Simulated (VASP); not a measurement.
# WS2 in VASP: single point with PBEsol

Aim: the single point of WS2 with PBEsol.

Everything below comes from runs of VASP 6.6.1. Logs are shortened: lines on timing, memory, paths and dates and some standing lists are left out, and cuts for length are marked.

### 1 The cell of the first run

The cell holds a slab with vacuum, 3 atoms: a = 3.146 Å, b = 3.146 Å, c = 16.953 Å, α = 90.00°, β = 90.00°, γ = 120.00°.

### 2 Single point, PBEsol (all W atoms moved 0.3 Å in one direction)

Contents of INCAR:

```
PREC     = Accurate       # precision mode
ENCUT    = 520            # plane-wave cutoff, eV
EDIFF    = 1E-6           # SCF threshold, eV
ISMEAR   = 0              # smearing method
SIGMA    = 0.05           # smearing width, eV
LREAL    = F              # projectors in reciprocal space
LASPH    = T              # aspherical terms in the spheres
NELM     = 80             # most SCF steps
ALGO     = Normal         # electronic algorithm
ISIF     = 2              # what is computed and relaxed
LWAVE    = F              # write WAVECAR
LCHARG   = T              # write CHGCAR
GGA      = PS             # functional
LELF     = T              # ELF
LVHAR    = T            
NBANDS   = 20             # bands
```

Contents of KPOINTS:

```
regular mesh
0
Gamma
  12 12 2
```

Contents of POSCAR:

```
WS2
1.0
    3.1457762207      0.0000000000      0.0000000000
   -1.5728881103      2.7243221217      0.0000000000
    0.0000000000      0.0000000000     16.9534210371
W S
1 2
Direct
    0.3783627812      0.7307788598      0.0052186135
    0.6441519427      0.3012772368      0.9049668419
    0.6441519427      0.3012772368      0.0898145447
```

Potentials or basis: VASP PAW PBE potentials, release 64 (W_sv, S).

On the command line:

```console
$ cat potpaw_PBE.64/W_sv/POTCAR potpaw_PBE.64/S/POTCAR > POTCAR
$ mpirun -np 1 vasp_std > vasp.out
```

OUTCAR:

```text
PREC = Accurate
   ENCUT = 520
   EDIFF = 1E-6
   ISMEAR = 0
   LREAL = F
   LASPH = T
   NELM = 80
   ISIF = 2
   GGA = PS

 ion  position               nearest neighbor table
   1  0.378  0.731  0.005-   3 2.12   2 2.30   3 2.39   3 2.47   2 2.56   2 2.63
   2  0.644  0.301  0.905-   1 2.30   1 2.56   1 2.63
   3  0.644  0.301  0.090-   1 2.12   1 2.39   1 2.47

  LATTYP: Found a hexagonal cell.
 ALAT       =     3.1457762207
 C/A-ratio  =     5.3892647943

  Lattice vectors:

 A1 = (   3.1457762207,   0.0000000000,   0.0000000000)
 A2 = (  -1.5728881103,   2.7243221217,   0.0000000000)
 A3 = (   0.0000000000,   0.0000000000,  16.9534210371)

Analysis of symmetry for initial positions (statically):
=====================================================================
 Subroutine PRICEL returns:
 Original cell was already a primitive cell.

 Routine SETGRP: Setting up the symmetry group for a
 hexagonal supercell.

 Subroutine GETGRP returns: Found  1 space group operations
 (whereof  1 operations were pure point group operations)
 out of a pool of 24 trial point group operations.

The static configuration has the point symmetry C_1 .

Analysis of symmetry for dynamics (positions and initial velocities):
=====================================================================
 Subroutine PRICEL returns:
 Original cell was already a primitive cell.

 Routine SETGRP: Setting up the symmetry group for a
 hexagonal supercell.

 Subroutine GETGRP returns: Found  1 space group operations
 (whereof  1 operations were pure point group operations)
 out of a pool of 24 trial point group operations.

The dynamic configuration has the point symmetry C_1 .

 Subroutine INISYM returns: Found  1 space group operations
 (whereof  1 operations are pure point group operations),
 and found     1 'primitive' translations

----------------------------------------------------------------------------------------

                                     Primitive cell

  volume of cell :     145.2926

  direct lattice vectors                    reciprocal lattice vectors
     3.145776221  0.000000000  0.000000000     0.317886566  0.183531894  0.000000000
    -1.572888110  2.724322122  0.000000000     0.000000000  0.367063789  0.000000000
     0.000000000  0.000000000 16.953421037     0.000000000  0.000000000  0.058985145

  length of vectors
     3.145776221  3.145776221 16.953421037     0.367063789  0.367063789  0.058985145

  position of ions in fractional coordinates (direct lattice)
     0.378362781  0.730778860  0.005218613
     0.644151943  0.301277237  0.904966842
     0.644151943  0.301277237  0.089814545

  ion indices of the primitive-cell ions
   primitive index   ion index
                 1           1
                 2           2
                 3           3

----------------------------------------------------------------------------------------

 KPOINTS: regular mesh

Automatic generation of k-mesh.
 Grid dimensions read from file:
 generate k-points for:   12   12    2

 Generating k-lattice:

  Cartesian coordinates                     Fractional coordinates (reciprocal lattice)
     0.026490547  0.015294325  0.000000000     0.083333333  0.000000000  0.000000000
     0.000000000  0.030588649  0.000000000     0.000000000  0.083333333  0.000000000
     0.000000000  0.000000000  0.029492573     0.000000000  0.000000000  0.500000000

  Length of vectors
     0.030588649  0.030588649  0.029492573

  Shift w.r.t. Gamma in fractional coordinates (k-lattice)
     0.000000000  0.000000000  0.000000000

 Subroutine IBZKPT returns following result:
 ===========================================

 Found    148 irreducible k-points:

 Following reciprocal coordinates:
            Coordinates               Weight
  0.000000  0.000000  0.000000      1.000000
  0.083333 -0.000000  0.000000      2.000000
  0.000000  0.083333  0.000000      2.000000
 -0.083333  0.083333  0.000000      2.000000
  0.166667 -0.000000  0.000000      2.000000
  0.000000  0.166667  0.000000      2.000000
[... 16 lines left out ...]
  0.166667  0.083333  0.000000      2.000000
 -0.083333  0.250000  0.000000      2.000000
 [... further k-points ...]
   k-points           NKPTS =    148   k-points in BZ     NKDIM =    148   number of bands    NBANDS=     20
   number of dos      NEDOS =    301   number of ions     NIONS =      3
   total plane-waves  NPLWV =  72576
   dimension x,y,z NGX =    24 NGY =   24 NGZ =  126
   dimension x,y,z NGXF=    48 NGYF=   48 NGZF=  252
   ions per type =               1   2
   NGX,Y,Z   is equivalent  to a cutoff of  12.68, 12.68, 12.36 a.u.
   NGXF,Y,Z  is equivalent  to a cutoff of  25.37, 25.37, 24.71 a.u.
 SYSTEM =  unknown system
   PREC   = accura    normal or accurate (medium, high low for compatibility)
   ISTART =      0    job   : 0-new  1-cont  2-samecut
   ICHARG =      2    charge: 1-file 2-atom 10-const
   ISPIN  =      1    spin polarized calculation?
   LNONCOLLINEAR =      F non collinear calculations
   LSORBIT =      F    spin-orbit coupling
   LASPH  =      T    aspherical Exc in radial PAW
   ENCUT  =  520.0 eV  38.22 Ry    6.18 a.u.   5.85  5.85 31.52*2*pi/ulx,y,z
   NELM   =     80;   NELMIN=  2; NELMDL= -5     # of ELM steps
   EDIFF  = 0.1E-05   stopping-criterion for ELM
   LREAL  =      F    real-space projection
[... 7 lines left out ...]
   TEBEG  =    0.0;   TEEND  =   0.0 temperature during run
   PSTRESS=    0.0 pullay stress
   NELECT =      26.0000    total number of electrons
   NUPDOWN=      -1.0000    fix difference up-down
   EMIN   =  10.00;   EMAX   =-10.00  energy-range for DOS
   EFERMI =   0.00;   METHOD = LEGACY
   ISMEAR =     0;   SIGMA  =   0.05  broadening in eV -4-tet -1-fermi 0-gaus
   EFERMI_NEDOS =   21; number of points for ismear=-14 and -15
   IALGO  =     38    algorithm
   IMIX   =      4    mixing-type and parameters
     AMIX     =   0.40;   BMIX     =  1.00
     AMIX_MAG =   1.60;   BMIX_MAG =  1.00
  volume/ion in A,a.u.               =      48.43       326.83
  Fermi-wavevector in a.u.,A,eV,Ry     =   0.922539  1.743346 11.579622  0.851078
  Thomas-Fermi vector in A             =   2.048077
   LORBIT       =      0    0 simple, 1 ext, 2 COOP (PROOUT), +10 PAW based schemes
   GGA     = PS    functional components
   LHFCALC =     F    Hartree Fock is set to
   AEXX    =    0.0000 exact exchange contribution
   IVDW    =     0    specifies the selected vdW correction
   LEPSILON=     F    determine dielectric tensor
   LRPA    =     F    only Hartree local field effects (RPA)
 non-spin polarized calculation
 Gauss-broadening in eV      SIGMA  =   0.05
  energy-cutoff  :      520.00
  volume of cell :      145.29
 maximum number of plane-waves:      3942
   NGX = 11   NGY = 11   NGZ = 63

 number of electron      25.9999999 magnetization

 Free energy of the ion-electron system (eV)
  ---------------------------------------------------
  ext. energy  EPLUGINS =         0.00000000
  ---------------------------------------------------
  free energy    TOTEN  =       -24.11343754 eV

  energy without entropy =      -24.11343754  energy(sigma->0) =      -24.11343754

 E-fermi :  -0.5911     XC(G=0):  -4.5968

 val. band max:       -0.9259896015   @ k =   0.5000   0.5000   0.5000
 cond. band min:       0.3379480439   @ k =   0.0000   0.0000   0.0000
 fundamental gap:      1.2639376454
 Fermi energy:        -0.5910766852

 k-point     1 :       0.0000    0.0000    0.0000
  band No.  band energies     occupation
      1     -74.9882      2.00000
      2     -39.3770      2.00000
      3     -39.1312      2.00000
      4     -39.0514      2.00000
      5     -16.0713      2.00000
      6     -14.3037      2.00000
[... 12 lines left out ...]
     19       4.4239      0.00000
     20       4.9899      0.00000

 k-point     2 :       0.0833   -0.0000    0.0000
  band No.  band energies     occupation
      1     -74.9869      2.00000
      2     -39.3732      2.00000
      3     -39.1399      2.00000
      4     -39.0736      2.00000
      5     -15.9590      2.00000
      6     -14.2486      2.00000
[... 12 lines left out ...]
     19       4.5651      0.00000
     20       5.3101      0.00000

 k-point     3 :       0.0000    0.0833    0.0000
  band No.  band energies     occupation
      1     -74.9868      2.00000
      2     -39.3734      2.00000
      3     -39.1569      2.00000
      4     -39.0581      2.00000
      5     -15.9441      2.00000
      6     -14.2692      2.00000
[... 12 lines left out ...]
     19       4.5739      0.00000
     20       5.2376      0.00000

 k-point     4 :      -0.0833    0.0833    0.0000
  band No.  band energies     occupation
      1     -74.9869      2.00000
      2     -39.3731      2.00000
      3     -39.1473      2.00000
      4     -39.0669      2.00000
      5     -15.9534      2.00000
      6     -14.2554      2.00000
[... 12 lines left out ...]
     19       4.5727      0.00000
     20       5.3381      0.00000

 k-point     5 :       0.1667   -0.0000    0.0000
  band No.  band energies     occupation
      1     -74.9832      2.00000
      2     -39.3638      2.00000
      3     -39.1751      2.00000
      4     -39.1217      2.00000
      5     -15.6415      2.00000
      6     -14.0897      2.00000
[... 12 lines left out ...]
     19       4.9804      0.00000
     20       5.8473      0.00000
[... 353 lines left out ...]
      6     -14.1947      2.00000
[... 12 lines left out ...]
     19       4.8791      0.00000
     20       5.7137      0.00000

 k-point    22 :      -0.1667    0.0833    0.0000
  band No.  band energies     occupation
      1     -74.9844      2.00000
      2     -39.3661      2.00000
      3     -39.1541      2.00000
      4     -39.1166      2.00000
      5     -15.7458      2.00000
      6     -14.1358      2.00000
[... 12 lines left out ...]
     19       4.8326      0.00000
     20       5.7716      0.00000

 k-point    23 :       0.1667    0.0833    0.0000
  band No.  band energies     occupation
      1     -74.9800      2.00000
      2     -39.3613      2.00000
      3     -39.2390      2.00000
      4     -39.1266      2.00000
      5     -15.3229      2.00000
      6     -13.9843      2.00000
[... 12 lines left out ...]
     19       5.4049      0.00000
     20       6.2482      0.00000

 k-point    24 :      -0.0833    0.2500    0.0000
  band No.  band energies     occupation
      1     -74.9798      2.00000
      2     -39.3701      2.00000
      3     -39.2698      2.00000
      4     -39.0933      2.00000
      5     -15.2563      2.00000
      6     -14.0727      2.00000
[... 12 lines left out ...]
     19       5.4361      0.00000
     20       6.2762      0.00000

 [... further k-points ...]

------------------------ aborting loop because EDIFF is reached ----------------------------------------

  FORCE on cell =-STRESS in cart. coord.  units (eV):
  Direction    XX          YY          ZZ          XY          YZ          ZX
  --------------------------------------------------------------------------------------
  -------------------------------------------------------------------------------------
  Total       -0.3897597      4.4877044      3.7294831     -0.6388372      2.6884876      0.1314519
  in kB       -4.2979754     49.4870076     41.1259169     -7.0446134     29.6466062      1.4495525
  external PRESSURE =      28.7716497 kB  Pullay stress =       0.0000000 kB

 VOLUME and BASIS-vectors are now :
 -----------------------------------------------------------------------------
  energy-cutoff  :      520.00
  volume of cell :      145.29
      direct lattice vectors                 reciprocal lattice vectors
     3.145776221  0.000000000  0.000000000     0.317886566  0.183531894  0.000000000
    -1.572888110  2.724322122  0.000000000     0.000000000  0.367063789  0.000000000
     0.000000000  0.000000000 16.953421037     0.000000000  0.000000000  0.058985145

 POSITION                                       TOTAL-FORCE (eV/Angst)
 -----------------------------------------------------------------------------------
      0.04081      1.99088      0.08847        -1.084080     -6.156184     -4.943530
      1.55248      0.82078     15.34228         0.454160      1.959842      1.063931
      1.55248      0.82078      1.52266         0.629919      4.196342      3.879599
 -----------------------------------------------------------------------------------
    total drift:                                0.000168      0.000102     -0.000165

  FREE ENERGIE OF THE ION-ELECTRON SYSTEM (eV)
  ---------------------------------------------------
  free  energy   TOTEN  =       -24.1134375444 eV

  energy  without entropy=      -24.1134375444  energy(sigma->0) =      -24.11343754
```

It took 5.2 min on 1 thread of Intel Xeon 6975P-C (Granite Rapids), shared host; peak memory 0.53 GiB.

What came out:

* Free energy: -24.1134 eV
* Largest force: 7.969 eV/Å
* Band gap on the k mesh: 1.26 eV (least direct gap 1.48 eV)

Forces on the atoms (eV/Å):
```
W   -1.084 -6.156 -4.944
S    0.454  1.960  1.064
S    0.630  4.196  3.880
```

Caveat: the cell differs from its parent crystal (all W atoms moved 0.3 Å in one direction); there is no dipole correction, which matters where the two faces differ; the PAW data sets were made with another functional, which shifts forces and pressure a little; spin-orbit coupling is left out, which moves the levels of the heavy elements.
